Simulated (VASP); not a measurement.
Write the native input for VASP 6.6.1 that does the following.

| Quantity | Value |
| --- | --- |
| Task | single point |
| Functional | PBE |
| Potentials or basis | VASP PAW PBE potentials, release 64 (Si) |
| Cutoff | 520 eV |
| k mesh | 10 × 10 × 10 |
| Occupations | gaussian, width 0.05 eV |
| Spin | no spin polarisation |
| Dipole correction | no |
| Further INCAR settings | ALGO = Normal; EDIFF = 1e-06; NBANDS = 16 |

The structure of Si lies in POSCAR:

```
Si
1.0
   -3.4014544573      3.4014544573      1.9626559606
    3.4014544573     -3.4014544573      1.9626559606
    3.4014544573      3.4014544573     -1.9626559606
Si
4
Direct
    0.1483061898      0.1483061898      0.3572210152
    0.7910851746      0.7910851746      0.6427789848
    0.2089148254      0.8516938102      0.0000000000
    0.8516938102      0.2089148254      0.0000000000
```

This cell differs from its parent crystal: atoms displaced along a vibrational mode, the cell strained.

One way to write it, as run:

INCAR

```
SYSTEM = Si
PREC = Accurate ; ENCUT = 520
EDIFF = 1E-6 ; ISMEAR = 0
SIGMA = 0.05 ; LREAL = .False.
LASPH = .True. ; NELM = 100
ALGO = Normal ; ISIF = 2
LWAVE = .False. ; LCHARG = .True.
GGA = PE ; LELF = .True.
LVHAR = .True. ; NBANDS = 16
```

KPOINTS

```
Automatic mesh
0
Gamma
  10 10 10
  0 0 0
```

Potentials or basis: VASP PAW PBE potentials, release 64 (Si).

Run with:

```console
$ cat potpaw_PBE.64/Si/POTCAR > POTCAR
$ mpirun -np 1 vasp_std > vasp.out
```

It gave:

```json
{"Pressure": "-4.1 GPa", "Largest force": "0.357 eV/Å", "Band gap on the k mesh": "0.34 eV (least direct gap 0.67 eV)"}
```

Caveat: the cell differs from its parent crystal (atoms displaced along a vibrational mode, the cell strained); the cell stands under tension; semilocal functionals underestimate gaps, and a narrow one can read as zero.

It took 2.5 min on 1 thread of Intel(R) Xeon(R) Platinum 8488C (Sapphire Rapids), with other jobs on the host, peak memory 0.28 GiB.
